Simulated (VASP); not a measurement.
Write the native input for VASP 6.6.1 that does the following.

* Task: relaxation of cell and atoms
* Functional: PBE
* Potentials or basis: VASP PAW PBE potentials, release 64 (Hg, Te)
* Cutoff: 600 eV
* k mesh: 12 × 12 × 12
* Occupations: gaussian, width 0.1 eV
* Spin: no spin polarisation
* Dipole correction: no
* Further INCAR settings: ALGO = Normal; EDIFF = 1e-06; IBRION = 2; EDIFFG = -0.005; NSW = 100; ISIF = 3

The structure of HgTe lies in POSCAR:

```
HgTe
1.0
    0.0000000000      3.3247980880      3.3247980880
    3.3247980880      0.0000000000      3.3247980880
    3.3247980880      3.3247980880      0.0000000000
Hg Te
1 1
Direct
    0.0000000000      0.0000000000      0.0000000000
    0.7500000000      0.7500000000      0.7500000000
```

The input as run:

INCAR

```
SYSTEM = HgTe
ALGO = Normal
EDIFF = 1E-6
EDIFFG = -0.005
ENCUT = 600
GGA = PE
IBRION = 2
ISIF = 3
ISMEAR = 0
LASPH = .TRUE.
LCHARG = .FALSE.
LREAL = .FALSE.
LWAVE = .FALSE.
NELM = 60
NSW = 100
PREC = Accurate
SIGMA = 0.1
```

KPOINTS

```
k-points
0
G
  12 12 12
  0 0 0
```

Potentials or basis: VASP PAW PBE potentials, release 64 (Hg, Te).

Run with:

```bash
$ cat potpaw_PBE.64/Hg/POTCAR potpaw_PBE.64/Te/POTCAR > POTCAR
$ mpirun -np 1 vasp_std > vasp.out
```

Results of the run:

```json
{
  "Relaxed volume": "36.86 Å³/atom",
  "Relaxed cell": "a = 4.706 Å, b = 4.706 Å, c = 4.706 Å, α = 60.00°, β = 60.00°, γ = 60.00°",
  "Space group after relaxing (to 0.05 Å)": "F-43m (No. 216)",
  "Energy gained by relaxing": "0.0 meV/atom",
  "Ionic steps": "2",
  "Pressure after relaxing": "0.0 GPa",
  "Band gap on the k mesh": "zero (filled and empty bands touch)"
}
```

Caveat: spin-orbit coupling is left out, which moves the levels of the heavy elements.

Wall time 54 s on 1 thread of Intel(R) Xeon(R) 6975P-C (Granite Rapids) (shared host), peak memory 0.3 GiB.
